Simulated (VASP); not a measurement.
# PtSe2 (P-3m1) in VASP: further runs

The runs below take PtSe2 through single point, relaxation of cell and atoms, with LDA.

Program: VASP 6.6.1. These are calculated values, not measurements. Logs are shortened: lines on timing, memory, paths and dates and some standing lists are left out, and cuts for length are marked.

## 1. The cell of the first run

It takes space group P-3m1 (No. 164, trigonal). Conventional cell: a = 3.741 Å, b = 3.741 Å, c = 4.764 Å, α = 90.00°, β = 90.00°, γ = 120.00°. Within 3.3 Å of Pt (site symmetry -3m) lie 6 Se at 2.50 Å. Within 3.4 Å of Se (site symmetry 3m) lie 3 Pt at 2.50 Å and 6 Se at 3.11 to 3.32 Å.

## 2. Single point, LDA

The input, INCAR:

```
PREC = Accurate ; ENCUT = 520
EDIFF = 1E-7 ; ISMEAR = 0
SIGMA = 0.1 ; LREAL = False
LASPH = True ; NELM = 100
ALGO = Normal ; ISIF = 2
LWAVE = False ; LCHARG = False
GGA = CA ; NBANDS = 18
```

The input, KPOINTS:

```
Automatic mesh
0
Gamma
  12 12 10
```

The input, POSCAR:

```
PtSe2
1.0
    3.7407277554      0.0000000000      0.0000000000
   -1.8703638777      3.2395652649      0.0000000000
    0.0000000000      0.0000000000      4.7635584590
Pt Se
1 2
Direct
    0.0000000000      0.0000000000      0.0000000000
    0.3333333333      0.6666666667      0.2647044692
    0.6666666667      0.3333333333      0.7352955308
```

Potentials or basis: VASP PAW LDA potentials, release 64 (Pt, Se).

Command:

```sh
$ cat potpaw_LDA.64/Pt/POTCAR potpaw_LDA.64/Se/POTCAR > POTCAR
$ mpirun -np 1 vasp_std > vasp.out
```

OUTCAR:

```text
PREC = Accurate
   ENCUT = 520
   EDIFF = 1E-7
   ISMEAR = 0
   LREAL = False
   LASPH = True
   NELM = 100
   ISIF = 2
   GGA = CA

 ion  position               nearest neighbor table
   1  0.000  0.000  0.000-   2 2.50   3 2.50   3 2.50   2 2.50   3 2.50   2 2.50
   2  0.333  0.667  0.265-   1 2.50   1 2.50   1 2.50
   3  0.667  0.333  0.735-   1 2.50   1 2.50   1 2.50

  LATTYP: Found a hexagonal cell.
 ALAT       =     3.7407277554
 C/A-ratio  =     1.2734309392

  Lattice vectors:

 A1 = (   3.7407277554,   0.0000000000,   0.0000000000)
 A2 = (  -1.8703638777,   3.2395652649,   0.0000000000)
 A3 = (   0.0000000000,   0.0000000000,   4.7635584590)

Analysis of symmetry for initial positions (statically):
=====================================================================
 Subroutine PRICEL returns:
 Original cell was already a primitive cell.

 Routine SETGRP: Setting up the symmetry group for a
 hexagonal supercell.

 Subroutine GETGRP returns: Found 12 space group operations
 (whereof 12 operations were pure point group operations)
 out of a pool of 24 trial point group operations.

The static configuration has the point symmetry D_3d.

Analysis of symmetry for dynamics (positions and initial velocities):
=====================================================================
 Subroutine PRICEL returns:
 Original cell was already a primitive cell.

 Routine SETGRP: Setting up the symmetry group for a
 hexagonal supercell.

 Subroutine GETGRP returns: Found 12 space group operations
 (whereof 12 operations were pure point group operations)
 out of a pool of 24 trial point group operations.

The dynamic configuration has the point symmetry D_3d.

 Subroutine INISYM returns: Found 12 space group operations
 (whereof 12 operations are pure point group operations),
 and found     1 'primitive' translations

----------------------------------------------------------------------------------------

                                     Primitive cell

  volume of cell :      57.7264

  direct lattice vectors                    reciprocal lattice vectors
     3.740727755  0.000000000  0.000000000     0.267327661  0.154341697  0.000000000
    -1.870363878  3.239565265  0.000000000     0.000000000  0.308683394  0.000000000
     0.000000000  0.000000000  4.763558459     0.000000000  0.000000000  0.209927097

  length of vectors
     3.740727755  3.740727755  4.763558459     0.308683394  0.308683394  0.209927097

  position of ions in fractional coordinates (direct lattice)
     0.000000000  0.000000000  0.000000000
     0.333333333  0.666666667  0.264704469
     0.666666667  0.333333333  0.735295531

  ion indices of the primitive-cell ions
   primitive index   ion index
                 1           1
                 2           2
                 3           3

----------------------------------------------------------------------------------------

 KPOINTS: Automatic mesh

Automatic generation of k-mesh.
 Grid dimensions read from file:
 generate k-points for:   12   12   10

 Generating k-lattice:

  Cartesian coordinates                     Fractional coordinates (reciprocal lattice)
     0.022277305  0.012861808  0.000000000     0.083333333 -0.000000000  0.000000000
     0.000000000  0.025723616  0.000000000     0.000000000  0.083333333  0.000000000
     0.000000000  0.000000000  0.020992710     0.000000000  0.000000000  0.100000000

  Length of vectors
     0.025723616  0.025723616  0.020992710

  Shift w.r.t. Gamma in fractional coordinates (k-lattice)
     0.000000000  0.000000000  0.000000000

 Subroutine IBZKPT returns following result:
 ===========================================

 Found    162 irreducible k-points:

 Following reciprocal coordinates:
            Coordinates               Weight
  0.000000  0.000000  0.000000      1.000000
  0.083333 -0.000000  0.000000      6.000000
  0.166667 -0.000000  0.000000      6.000000
  0.250000 -0.000000  0.000000      6.000000
  0.333333 -0.000000  0.000000      6.000000
  0.416667 -0.000000  0.000000      6.000000
[... 16 lines left out ...]
  0.166667 -0.000000  0.100000      6.000000
  0.000000  0.166667  0.100000      6.000000
 [... further k-points ...]
   k-points           NKPTS =    162   k-points in BZ     NKDIM =    162   number of bands    NBANDS=     18
   number of dos      NEDOS =    301   number of ions     NIONS =      3
   total plane-waves  NPLWV =  28224
   dimension x,y,z NGX =    28 NGY =   28 NGZ =   36
   dimension x,y,z NGXF=    56 NGYF=   56 NGZF=   72
   ions per type =               1   2
   NGX,Y,Z   is equivalent  to a cutoff of  12.44, 12.44, 12.56 a.u.
   NGXF,Y,Z  is equivalent  to a cutoff of  24.89, 24.89, 25.13 a.u.
 SYSTEM =  unknown system
   PREC   = accura    normal or accurate (medium, high low for compatibility)
   ISTART =      0    job   : 0-new  1-cont  2-samecut
   ICHARG =      2    charge: 1-file 2-atom 10-const
   ISPIN  =      1    spin polarized calculation?
   LNONCOLLINEAR =      F non collinear calculations
   LSORBIT =      F    spin-orbit coupling
   LASPH  =      T    aspherical Exc in radial PAW
   ENCUT  =  520.0 eV  38.22 Ry    6.18 a.u.   6.96  6.96  8.86*2*pi/ulx,y,z
   NELM   =    100;   NELMIN=  2; NELMDL= -5     # of ELM steps
   EDIFF  = 0.1E-06   stopping-criterion for ELM
   LREAL  =      F    real-space projection
   EDIFFG = 0.1E-05   stopping-criterion for IOM
   NSW    =      0    number of steps for IOM
   IBRION =     -1    ionic relax: 0-MD 1-quasi-New 2-CG
   NFREE  =      0    steps in history (QN), initial steepest desc. (CG)
   ISIF   =      2    stress and relaxation
   ISYM   =      2    0-nonsym 1-usesym 2-fastsym
   POTIM  = 0.5000    time-step for ionic-motion
   TEBEG  =    0.0;   TEEND  =   0.0 temperature during run
   PSTRESS=    0.0 pullay stress
   NELECT =      22.0000    total number of electrons
   NUPDOWN=      -1.0000    fix difference up-down
   EMIN   =  10.00;   EMAX   =-10.00  energy-range for DOS
   EFERMI =   0.00;   METHOD = LEGACY
   ISMEAR =     0;   SIGMA  =   0.10  broadening in eV -4-tet -1-fermi 0-gaus
   EFERMI_NEDOS =   21; number of points for ismear=-14 and -15
   IALGO  =     38    algorithm
   IMIX   =      4    mixing-type and parameters
     AMIX     =   0.40;   BMIX     =  1.00
     AMIX_MAG =   1.60;   BMIX_MAG =  1.00
  volume/ion in A,a.u.               =      19.24       129.85
  Fermi-wavevector in a.u.,A,eV,Ry     =   1.186928  2.242968 19.167853  1.408797
  Thomas-Fermi vector in A             =   2.323090
   LORBIT       =      0    0 simple, 1 ext, 2 COOP (PROOUT), +10 PAW based schemes
   GGA     = CA    functional components
   LHFCALC =     F    Hartree Fock is set to
   AEXX    =    0.0000 exact exchange contribution
   IVDW    =     0    specifies the selected vdW correction
   LEPSILON=     F    determine dielectric tensor
   LRPA    =     F    only Hartree local field effects (RPA)
 non-spin polarized calculation
 Gauss-broadening in eV      SIGMA  =   0.10
  energy-cutoff  :      520.00
  volume of cell :       57.73
 maximum number of plane-waves:      1572
   NGX = 13   NGY = 13   NGZ = 17

 number of electron      21.9999998 magnetization

 Free energy of the ion-electron system (eV)
  ---------------------------------------------------
  ext. energy  EPLUGINS =         0.00000000
  ---------------------------------------------------
  free energy    TOTEN  =       -17.09296902 eV

  energy without entropy =      -17.08848277  energy(sigma->0) =      -17.09072589

 E-fermi :   7.0886     XC(G=0): -11.2071

 val. band max:        7.0801021269   @ k =  -0.1667   0.5000   0.1000
 cond. band min:       7.0976770600   @ k =  -0.2500  -0.4167   0.1000
 fundamental gap:      0.0175749331
 Fermi energy:         7.0885915225

 k-point     1 :       0.0000    0.0000    0.0000
  band No.  band energies     occupation
      1      -8.8353      2.00000
      2      -5.5352      2.00000
      3      -0.2557      2.00000
      4       0.6058      2.00000
      5       0.6058      2.00000
      6       3.1594      2.00000
[... 10 lines left out ...]
     17      14.3112      0.00000
     18      18.8144      0.00000

 k-point     2 :       0.0833   -0.0000    0.0000
  band No.  band energies     occupation
      1      -8.7568      2.00000
      2      -5.5860      2.00000
      3      -0.1591      2.00000
      4       0.6571      2.00000
      5       0.6873      2.00000
      6       3.0538      2.00000
[... 10 lines left out ...]
     17      14.5499      0.00000
     18      17.6744      0.00000

 k-point     3 :       0.1667   -0.0000    0.0000
  band No.  band energies     occupation
      1      -8.5285      2.00000
      2      -5.7256      2.00000
      3       0.1181      2.00000
      4       0.8015      2.00000
      5       0.9159      2.00000
      6       2.6431      2.00000
[... 10 lines left out ...]
     17      15.1370      0.00000
     18      16.2598      0.00000

 k-point     4 :       0.2500   -0.0000    0.0000
  band No.  band energies     occupation
      1      -8.1727      2.00000
      2      -5.9260      2.00000
      3       0.5250      2.00000
      4       1.0057      2.00000
      5       1.1949      2.00000
      6       1.9179      2.00000
[... 375 lines left out ...]
      4       0.6459      2.00000
      5       0.7557      2.00000
      6       3.0159      2.00000
[... 10 lines left out ...]
     17      14.7785      0.00000
     18      17.0336      0.00000

 k-point    23 :       0.1667   -0.0000    0.1000
  band No.  band energies     occupation
      1      -8.4771      2.00000
      2      -5.8429      2.00000
      3       0.2039      2.00000
      4       0.8500      2.00000
      5       0.9478      2.00000
      6       2.7313      2.00000
[... 10 lines left out ...]
     17      14.6039      0.00000
     18      15.7994      0.00000

 k-point    24 :       0.0000    0.1667    0.1000
  band No.  band energies     occupation
      1      -8.4843      2.00000
      2      -5.8145      2.00000
      3       0.0697      2.00000
      4       0.7658      2.00000
      5       1.1066      2.00000
      6       2.4981      2.00000
[... 10 lines left out ...]
     17      15.6426      0.00000
     18      15.8677      0.00000

 [... further k-points ...]
[... 5 lines left out ...]
  --------------------------------------------------------------------------------------
  -------------------------------------------------------------------------------------
  Total        0.1768534      0.1768534      0.1071184      0.0000000      0.0000000      0.0000000
  in kB        4.9085104      4.9085104      2.9730383      0.0000000      0.0000000      0.0000000
  external PRESSURE =       4.2633530 kB  Pullay stress =       0.0000000 kB

 VOLUME and BASIS-vectors are now :
 -----------------------------------------------------------------------------
  energy-cutoff  :      520.00
  volume of cell :       57.73
      direct lattice vectors                 reciprocal lattice vectors
     3.740727755  0.000000000  0.000000000     0.267327661  0.154341697  0.000000000
    -1.870363878  3.239565265  0.000000000     0.000000000  0.308683394  0.000000000
     0.000000000  0.000000000  4.763558459     0.000000000  0.000000000  0.209927097

 POSITION                                       TOTAL-FORCE (eV/Angst)
 -----------------------------------------------------------------------------------
      0.00000      0.00000      0.00000         0.000000      0.000000      0.000000
     -0.00000      2.15971      1.26094        -0.000000      0.000000      0.049867
      1.87036      1.07986      3.50262         0.000000      0.000000     -0.049867
 -----------------------------------------------------------------------------------
    total drift:                                0.000000      0.000000      0.000000

  FREE ENERGIE OF THE ION-ELECTRON SYSTEM (eV)
  ---------------------------------------------------
  free  energy   TOTEN  =       -17.0929690201 eV

  energy  without entropy=      -17.0884827657  energy(sigma->0) =      -17.09072589
```

Run time: 99 s. Hardware: 1 thread of Intel Xeon Platinum 8488C (Sapphire Rapids), shared host; peak memory 0.28 GiB.

Results:

```yaml
Free_energy: -17.0930 eV
Pressure: 0.4 GPa
Largest_force: 0.050 eV/Å
Band_gap_on_the_k_mesh: zero (bands 11 and 12 overlap by 0.89 eV)
```

Forces in eV/Å, atoms in the order of the input:
```
Pt   0.000  0.000  0.000
Se   0.000  0.000  0.050
Se   0.000  0.000 -0.050
```

Caveat: spin-orbit coupling is left out, which moves the levels of the heavy elements.

## 3. Relaxation of cell and atoms, LDA

This run uses another cell than the first one, of 19.80 Å³/atom.

The input, INCAR:

```
SYSTEM = PtSe2
PREC = Accurate
ENCUT = 600
EDIFF = 1E-6
ISMEAR = 0
SIGMA = 0.1
LREAL = .FALSE.
LASPH = .TRUE.
NELM = 80
ALGO = Normal
ISIF = 3
LWAVE = .FALSE.
LCHARG = .FALSE.
GGA = CA
IBRION = 2
NSW = 70
EDIFFG = -0.005
```

The input, KPOINTS:

```
regular mesh
0
G
  12 12 10
  0 0 0
```

The input, POSCAR:

```
PtSe2
1.0
    3.7717024562      0.0000000000      0.0000000000
   -1.8858512281      3.2663901426      0.0000000000
    0.0000000000      0.0000000000      4.8218263656
Pt Se
1 2
Direct
    0.0000000000      0.0000000000      0.0000000000
    0.3333333333      0.6666666667      0.2655437418
    0.6666666667      0.3333333333      0.7344562582
```

Potentials or basis: VASP PAW LDA potentials, release 64 (Pt, Se).

Command:

```sh
$ cat potpaw_LDA.64/Pt/POTCAR potpaw_LDA.64/Se/POTCAR > POTCAR
$ mpirun -np 1 vasp_std > vasp.out
```

Run time: 11 min. Hardware: 1 thread of Intel Xeon Platinum 8488C (Sapphire Rapids), shared host; peak memory 0.32 GiB.

It converged, with:

- Free energy: -17.0936 eV
- Relaxed volume: 19.26 Å³/atom
- Relaxed cell: a = 3.745 Å, b = 3.745 Å, c = 4.759 Å, α = 90.00°, β = 90.00°, γ = 120.00°
- Space group after relaxing (to 0.1 Å): P-3m1 (No. 164)
- Energy gained by relaxing: 5.9 meV/atom
- Ionic steps: 11
- Pressure after relaxing: 0.0 GPa
- Band gap on the k mesh: zero (bands 11 and 12 overlap by 0.90 eV)

Forces on the atoms (eV/Å):
```
Pt   0.000  0.000  0.000
Se   0.000  0.000 -0.002
Se   0.000  0.000  0.002
```

The path:
```tsv
step	energy change (eV)	largest force (eV/Å)	pressure (GPa)	volume (Å³)
1	0.0000	0.3023	-3.49	59.40
2	0.0353	0.5981	6.90	55.77
3	-0.0173	0.0001	-0.07	58.04
4	-0.0173	0.0063	0.01	58.01
5	-0.0174	0.0116	0.01	57.98
6	-0.0176	0.0241	0.00	57.92
7	-0.0176	0.0078	-0.08	57.91
8	-0.0176	0.0006	-0.15	57.90
9	-0.0177	0.0010	-0.08	57.87
10	-0.0177	0.0013	-0.04	57.84
11	-0.0177	0.0021	0.03	57.79
```

Final structure:
```yaml
crystal:
  lattice:
    - [3.74478, 0.00000, 0.00000]
    - [-1.87239, 3.24307, 0.00000]
    - [0.00000, 0.00000, 4.75863]
  atoms:
    - { symbol: Pt, position: [0.00000, 0.00000, 0.00000] }
    - { symbol: Se, position: [0.33333, 0.66667, 0.26539] }
    - { symbol: Se, position: [0.66667, 0.33333, 0.73461] }
```

Levels at points of the mesh, in eV from the Fermi level:
| k point | band 8 | band 9 | band 10 | band 11 | band 12 | band 13 | band 14 | band 15 |
| --- | --- | --- | --- | --- | --- | --- | --- | --- |
| (0.00, 0.00, 0.00) | -2.48 | -1.02 | -1.02 | 0.86 | 1.10 | 1.10 | 3.17 | 4.18 |
| (0.50, 0.00, 0.00) | -3.78 | -3.41 | -3.34 | -2.96 | 0.51 | 2.63 | 5.09 | 6.11 |
| (0.00, 0.00, 0.50) | -2.99 | -1.76 | -1.76 | -1.66 | 2.44 | 2.44 | 4.95 | 6.54 |
| (0.50, 0.00, 0.50) | -3.44 | -3.14 | -2.66 | -1.09 | 0.62 | 1.52 | 4.80 | 5.07 |

Caveat: spin-orbit coupling is left out, which moves the levels of the heavy elements.
